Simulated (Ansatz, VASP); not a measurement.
**ZrS2 in VASP and in Ansatz**

INCAR

```
SYSTEM = ZrS2
PREC     = Accurate       ! precision mode
ENCUT    = 450            ! plane-wave cutoff, eV
EDIFF    = 1E-7           ! SCF threshold, eV
ISMEAR   = 0              ! smearing method
SIGMA    = 0.02           ! smearing width, eV
LREAL    = .FALSE.        ! projectors in reciprocal space
LASPH    = .TRUE.         ! aspherical terms in the spheres
NELM     = 120            ! most SCF steps
ALGO     = Normal         ! electronic algorithm
ISIF     = 2              ! what is computed and relaxed
LWAVE    = .FALSE.        ! write WAVECAR
LCHARG   = .FALSE.        ! write CHGCAR
GGA      = PS             ! functional
IBRION   = 2              ! ionic algorithm
NSW      = 60             ! ionic steps
EDIFFG   = -0.008         ! ionic threshold
GGA_COMPAT= .FALSE.      
NELMIN   = 4
```

KPOINTS

```
regular mesh
0
G
  12 12 6
  0 0 0
```

File POSCAR:

```
ZrS2
1.0
    3.6273720858      0.0000000000      0.0000000000
   -1.8136860429      3.1413963753      0.0000000000
    0.0000000000      0.0000000000      5.9456287760
Zr S
1 2
Direct
    0.0000000000      0.0000000000      0.0000000000
    0.6666666667      0.3333333333      0.7531561001
    0.3333333333      0.6666666667      0.2468438999
```

Input for Ansatz:

```yaml
crystal:
  lattice:
    - [3.6273720858, 0.0, 0.0]
    - [-1.8136860429, 3.1413963753, 0.0]
    - [0.0, 0.0, 5.945628776]
  atoms:
    - { symbol: Zr, position: [0.0, 0.0, 0.0] }
    - { symbol: S, position: [0.6666666667, 0.3333333333, 0.7531561001] }
    - { symbol: S, position: [0.3333333333, 0.6666666667, 0.2468438999] }
basis:
  ecutwfc: 420
kpoints:
  mp_grid: { grid: [12, 12, 6] }
hamiltonian:
  xc: pbesol
scf:
  occupations: { method: gaussian, width: 0.02 }
output:
  forces: true
  stress: true
  eigenvalues: true
relax:
  adjacent_minimum: "off"
  f_tol: 0.008
  max_steps: 40
```

Change from the starting cell: strain along c alone, the other axes held, atoms relaxed: +1.0 %.

Alike in both runs: task relaxation of the atoms; functional PBEsol; k mesh 12 × 12 × 6; occupations gaussian, width 0.02 eV; no spin polarisation.

```csv
,VASP,Ansatz
version,VASP 6.6.1,Ansatz 0.2.0
potentials or method,"VASP PAW PBE potentials, release 64 (Zr_sv, S), cutoff 450 eV","scalar-relativistic, plane waves, PAW"
valence electrons in the cell,24,24
```

```csv
,VASP,Ansatz,Ansatz less VASP
"gap on the k mesh at the Fermi level, each at its own relaxed structure (eV)",0.81,0.81,+0.003
```

VASP's potentials were made for PBE, not for PBEsol. Ansatz's warnings: stress scf threshold loose.
